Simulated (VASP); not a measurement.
# TiSn2Te3 (P4mm) in VASP: single point with PBE

Aim: the single point of TiSn2Te3 with PBE.

Program: VASP 6.6.1. These are calculated values, not measurements. Logs are shortened: lines on timing, memory, paths and dates and some standing lists are left out, and cuts for length are marked.

**1. The cell of the first run**

Symmetry: P4mm, No. 99, tetragonal system. Conventional cell: a = 5.306 Å, b = 5.306 Å, c = 7.858 Å, α = 90.00°, β = 90.00°, γ = 90.00°. Ti (site symmetry 4mm) has 5 Te at 2.67 Å within 3.5 Å. Sn (site symmetry 2mm) has 3 Te at 3.02 to 3.24 Å and 4 Sn at 3.75 Å within 4.0 Å. Te (site symmetry 4mm) has 1 Ti at 2.67 Å and 4 Sn at 3.24 Å within 3.5 Å. Te (site symmetry 2mm) has 2 Ti at 2.67 Å and 1 Sn at 3.02 Å within 3.5 Å.

**2. Single point, PBE**

INCAR

```
SYSTEM = TiSn2Te3
PREC = Accurate
ENCUT = 520
EDIFF = 1E-6
ISMEAR = 0
SIGMA = 0.1
LREAL = .False.
LASPH = .True.
NELM = 60
ALGO = Normal
ISIF = 2
LWAVE = .False.
LCHARG = .True.
GGA = PE
LELF = .True.
LVHAR = .True.
NBANDS = 38
```

KPOINTS

```
regular mesh
0
Gamma
  8 8 6
  0 0 0
```

POSCAR

```
TiSn2Te3
1.0
    5.3055387971      0.0000000000      0.0000000000
    0.0000000000      5.3055387971      0.0000000000
    0.0000000000      0.0000000000      7.8575531438
Ti Sn Te
1 2 3
Direct
    0.5000000000      0.5000000000      0.5029565541
    0.5000000000      0.0000000000      0.9253665623
    0.0000000000      0.5000000000      0.9253665623
    0.5000000000      0.5000000000      0.1631203804
    0.5000000000      0.0000000000      0.5415751154
    0.0000000000      0.5000000000      0.5415751154
```

Potentials or basis: VASP PAW PBE potentials, release 64 (Ti_sv, Sn_d, Te).

On the command line:

```sh
cat potpaw_PBE.64/Ti_sv/POTCAR potpaw_PBE.64/Sn_d/POTCAR potpaw_PBE.64/Te/POTCAR > POTCAR
mpirun -np 1 vasp_std > vasp.out
```

OUTCAR:

```text
SYSTEM = TiSn2Te3
   PREC = Accurate
   ENCUT = 520
   EDIFF = 1E-6
   ISMEAR = 0
   LREAL = .False.
   LASPH = .True.
   NELM = 60
   ISIF = 2
   GGA = PE

 ion  position               nearest neighbor table
   1  0.500  0.500  0.503-   5 2.67   6 2.67   5 2.67   6 2.67   4 2.67
   2  0.500  0.000  0.925-   5 3.02   4 3.24   4 3.24   3 3.75   3 3.75   3 3.75   3 3.75
   3  0.000  0.500  0.925-   6 3.02   4 3.24   4 3.24   2 3.75   2 3.75   2 3.75   2 3.75
   4  0.500  0.500  0.163-   1 2.67   2 3.24   3 3.24   2 3.24   3 3.24
   5  0.500  0.000  0.542-   1 2.67   1 2.67   2 3.02
   6  0.000  0.500  0.542-   1 2.67   1 2.67   3 3.02

  LATTYP: Found a simple tetragonal cell.
 ALAT       =     5.3055387971
 C/A-ratio  =     1.4810094590

  Lattice vectors:

 A1 = (   5.3055387971,   0.0000000000,   0.0000000000)
 A2 = (   0.0000000000,   5.3055387971,   0.0000000000)
 A3 = (   0.0000000000,   0.0000000000,   7.8575531438)

Analysis of symmetry for initial positions (statically):
=====================================================================
 Subroutine PRICEL returns:
 Original cell was already a primitive cell.

 Routine SETGRP: Setting up the symmetry group for a
 simple tetragonal supercell.

 Subroutine GETGRP returns: Found  8 space group operations
 (whereof  8 operations were pure point group operations)
 out of a pool of 16 trial point group operations.

The static configuration has the point symmetry C_4v.

Analysis of symmetry for dynamics (positions and initial velocities):
=====================================================================
 Subroutine PRICEL returns:
 Original cell was already a primitive cell.

 Routine SETGRP: Setting up the symmetry group for a
 simple tetragonal supercell.

 Subroutine GETGRP returns: Found  8 space group operations
 (whereof  8 operations were pure point group operations)
 out of a pool of 16 trial point group operations.

The dynamic configuration has the point symmetry C_4v.

 Subroutine INISYM returns: Found  8 space group operations
 (whereof  8 operations are pure point group operations),
 and found     1 'primitive' translations

----------------------------------------------------------------------------------------

                                     Primitive cell

  volume of cell :     221.1802

  direct lattice vectors                    reciprocal lattice vectors
     5.305538797  0.000000000  0.000000000     0.188482271  0.000000000  0.000000000
     0.000000000  5.305538797  0.000000000     0.000000000  0.188482271  0.000000000
     0.000000000  0.000000000  7.857553144     0.000000000  0.000000000  0.127266082

  length of vectors
     5.305538797  5.305538797  7.857553144     0.188482271  0.188482271  0.127266082

  position of ions in fractional coordinates (direct lattice)
     0.500000000  0.500000000  0.502956554
     0.500000000  0.000000000  0.925366562
     0.000000000  0.500000000  0.925366562
     0.500000000  0.500000000  0.163120380
     0.500000000  0.000000000  0.541575115
     0.000000000  0.500000000  0.541575115

  ion indices of the primitive-cell ions
   primitive index   ion index
                 1           1
                 2           2
                 3           3
                 4           4
                 5           5
                 6           6

----------------------------------------------------------------------------------------

 KPOINTS: regular mesh

Automatic generation of k-mesh.
 Grid dimensions read from file:
 generate k-points for:    8    8    6

 Generating k-lattice:

  Cartesian coordinates                     Fractional coordinates (reciprocal lattice)
     0.023560284  0.000000000  0.000000000     0.125000000  0.000000000  0.000000000
     0.000000000  0.023560284  0.000000000     0.000000000  0.125000000  0.000000000
     0.000000000  0.000000000  0.021211014     0.000000000  0.000000000  0.166666667

  Length of vectors
     0.023560284  0.023560284  0.021211014

  Shift w.r.t. Gamma in fractional coordinates (k-lattice)
     0.000000000  0.000000000  0.000000000

 Subroutine IBZKPT returns following result:
 ===========================================

 Found     60 irreducible k-points:

 Following reciprocal coordinates:
            Coordinates               Weight
  0.000000  0.000000  0.000000      1.000000
  0.125000  0.000000  0.000000      4.000000
  0.250000  0.000000  0.000000      4.000000
  0.375000  0.000000  0.000000      4.000000
  0.500000  0.000000  0.000000      2.000000
  0.125000  0.125000  0.000000      4.000000
[... 16 lines left out ...]
  0.375000  0.125000  0.166667     16.000000
  0.500000  0.125000  0.166667      8.000000
 [... further k-points ...]
   k-points           NKPTS =     60   k-points in BZ     NKDIM =     60   number of bands    NBANDS=     38
   number of dos      NEDOS =    301   number of ions     NIONS =      6
   total plane-waves  NPLWV =  96000
   dimension x,y,z NGX =    40 NGY =   40 NGZ =   60
   dimension x,y,z NGXF=    80 NGYF=   80 NGZF=  120
   ions per type =               1   2   3
   NGX,Y,Z   is equivalent  to a cutoff of  12.53, 12.53, 12.69 a.u.
   NGXF,Y,Z  is equivalent  to a cutoff of  25.07, 25.07, 25.39 a.u.
 SYSTEM =  TiSn2Te3
   PREC   = accura    normal or accurate (medium, high low for compatibility)
   ISTART =      0    job   : 0-new  1-cont  2-samecut
   ICHARG =      2    charge: 1-file 2-atom 10-const
   ISPIN  =      1    spin polarized calculation?
   LNONCOLLINEAR =      F non collinear calculations
   LSORBIT =      F    spin-orbit coupling
   LASPH  =      T    aspherical Exc in radial PAW
   ENCUT  =  520.0 eV  38.22 Ry    6.18 a.u.   9.86  9.86 14.61*2*pi/ulx,y,z
   NELM   =     60;   NELMIN=  2; NELMDL= -5     # of ELM steps
   EDIFF  = 0.1E-05   stopping-criterion for ELM
   LREAL  =      F    real-space projection
   EDIFFG = 0.1E-04   stopping-criterion for IOM
   NSW    =      0    number of steps for IOM
   IBRION =     -1    ionic relax: 0-MD 1-quasi-New 2-CG
   NFREE  =      0    steps in history (QN), initial steepest desc. (CG)
   ISIF   =      2    stress and relaxation
   ISYM   =      2    0-nonsym 1-usesym 2-fastsym
   POTIM  = 0.5000    time-step for ionic-motion
   TEBEG  =    0.0;   TEEND  =   0.0 temperature during run
   PSTRESS=    0.0 pullay stress
   NELECT =      58.0000    total number of electrons
   NUPDOWN=      -1.0000    fix difference up-down
   EMIN   =  10.00;   EMAX   =-10.00  energy-range for DOS
   EFERMI =   0.00;   METHOD = LEGACY
   ISMEAR =     0;   SIGMA  =   0.10  broadening in eV -4-tet -1-fermi 0-gaus
   EFERMI_NEDOS =   21; number of points for ismear=-14 and -15
   IALGO  =     38    algorithm
   IMIX   =      4    mixing-type and parameters
     AMIX     =   0.40;   BMIX     =  1.00
     AMIX_MAG =   1.60;   BMIX_MAG =  1.00
  volume/ion in A,a.u.               =      36.86       248.77
  Fermi-wavevector in a.u.,A,eV,Ry     =   1.047857  1.980163 14.939258  1.098004
  Thomas-Fermi vector in A             =   2.182755
   LORBIT       =      0    0 simple, 1 ext, 2 COOP (PROOUT), +10 PAW based schemes
   GGA     = PE    functional components
   LHFCALC =     F    Hartree Fock is set to
   AEXX    =    0.0000 exact exchange contribution
   IVDW    =     0    specifies the selected vdW correction
   LEPSILON=     F    determine dielectric tensor
   LRPA    =     F    only Hartree local field effects (RPA)
 non-spin polarized calculation
 Gauss-broadening in eV      SIGMA  =   0.10
  energy-cutoff  :      520.00
  volume of cell :      221.18
 maximum number of plane-waves:      5976
 NGX is ok and might be reduce to    40
   NGX = 19   NGY = 19   NGZ = 29

 number of electron      58.0000004 magnetization

 Free energy of the ion-electron system (eV)
  ---------------------------------------------------
  ext. energy  EPLUGINS =         0.00000000
  ---------------------------------------------------
  free energy    TOTEN  =       -25.21201720 eV

  energy without entropy =      -25.19094457  energy(sigma->0) =      -25.20148088

 E-fermi :   4.4158     XC(G=0):  -8.4134

 val. band max:        4.3904889738   @ k =   0.5000   0.3750   0.0000
 cond. band min:       4.4179454699   @ k =   0.1250   0.1250   0.1667
 fundamental gap:      0.0274564961
 Fermi energy:         4.4157572511

 k-point     1 :       0.0000    0.0000    0.0000
  band No.  band energies     occupation
      1     -53.0189      2.00000
      2     -29.3179      2.00000
      3     -29.3179      2.00000
      4     -29.2841      2.00000
      5     -17.2363      2.00000
      6     -17.2152      2.00000
[... 30 lines left out ...]
     37       7.2023      0.00000
     38       7.7414      0.00000

 k-point     2 :       0.1250    0.0000    0.0000
  band No.  band energies     occupation
      1     -53.0189      2.00000
      2     -29.3179      2.00000
      3     -29.3177      2.00000
      4     -29.2841      2.00000
      5     -17.2351      2.00000
      6     -17.2135      2.00000
[... 30 lines left out ...]
     37       7.4412      0.00000
     38       7.4768      0.00000

 k-point     3 :       0.2500    0.0000    0.0000
  band No.  band energies     occupation
      1     -53.0190      2.00000
      2     -29.3178      2.00000
      3     -29.3172      2.00000
      4     -29.2841      2.00000
      5     -17.2317      2.00000
      6     -17.2136      2.00000
[... 30 lines left out ...]
     37       6.9545      0.00000
[... 781 lines left out ...]
 k-point    23 :       0.3750    0.1250    0.1667
  band No.  band energies     occupation
      1     -53.0191      2.00000
      2     -29.3176      2.00000
      3     -29.3167      2.00000
      4     -29.2840      2.00000
      5     -17.2273      2.00000
      6     -17.2171      2.00000
[... 30 lines left out ...]
     37       6.9144      0.00000
     38       7.6057      0.00000

 k-point    24 :       0.5000    0.1250    0.1667
  band No.  band energies     occupation
      1     -53.0191      2.00000
      2     -29.3175      2.00000
      3     -29.3165      2.00000
      4     -29.2840      2.00000
      5     -17.2226      2.00000
      6     -17.2214      2.00000
[... 30 lines left out ...]
     37       6.9060      0.00000
     38       7.9408      0.00000

 [... further k-points ...]

------------------------ aborting loop because EDIFF is reached ----------------------------------------

  FORCE on cell =-STRESS in cart. coord.  units (eV):
  Direction    XX          YY          ZZ          XY          YZ          ZX
  --------------------------------------------------------------------------------------
  -------------------------------------------------------------------------------------
  Total       -0.0314766     -0.0314766     -0.0287009      0.0000000      0.0000000      0.0000000
  in kB       -0.2280092     -0.2280092     -0.2079024      0.0000000      0.0000000      0.0000000
  external PRESSURE =      -0.2213070 kB  Pullay stress =       0.0000000 kB

 VOLUME and BASIS-vectors are now :
 -----------------------------------------------------------------------------
  energy-cutoff  :      520.00
  volume of cell :      221.18
      direct lattice vectors                 reciprocal lattice vectors
     5.305538797  0.000000000  0.000000000     0.188482271  0.000000000  0.000000000
     0.000000000  5.305538797  0.000000000     0.000000000  0.188482271  0.000000000
     0.000000000  0.000000000  7.857553144     0.000000000  0.000000000  0.127266082

 POSITION                                       TOTAL-FORCE (eV/Angst)
 -----------------------------------------------------------------------------------
      2.65277      2.65277      3.95201        -0.000000     -0.000000      0.000181
      2.65277      0.00000      7.27112         0.000000      0.000000      0.000330
      0.00000      2.65277      7.27112         0.000000      0.000000      0.000330
      2.65277      2.65277      1.28173         0.000000     -0.000000      0.003645
      2.65277      0.00000      4.25546         0.000000      0.000000     -0.002243
      0.00000      2.65277      4.25546         0.000000      0.000000     -0.002243
 -----------------------------------------------------------------------------------
    total drift:                               -0.000000      0.000000      0.000813

  FREE ENERGIE OF THE ION-ELECTRON SYSTEM (eV)
  ---------------------------------------------------
  free  energy   TOTEN  =       -25.2120171980 eV

  energy  without entropy=      -25.1909445692  energy(sigma->0) =      -25.20148088
```

Run time: 11 min. Hardware: 1 thread of Oxide Virtual Turin-like, shared host; peak memory 0.59 GiB.

What came out:

```yaml
Free_energy: -25.2120 eV
Pressure: 0.0 GPa
Largest_force: 0.004 eV/Å
Band_gap_on_the_k_mesh: zero (band 29 reaches 4.80 eV, above the bottom of band 30 at 4.07 eV)
```

Forces on the atoms (eV/Å):
```
Ti   0.000  0.000  0.000
Sn   0.000  0.000  0.000
Sn   0.000  0.000  0.000
Te   0.000  0.000  0.004
Te   0.000  0.000 -0.002
Te   0.000  0.000 -0.002
```

Caveat: spin-orbit coupling is left out, which moves the levels of the heavy elements.
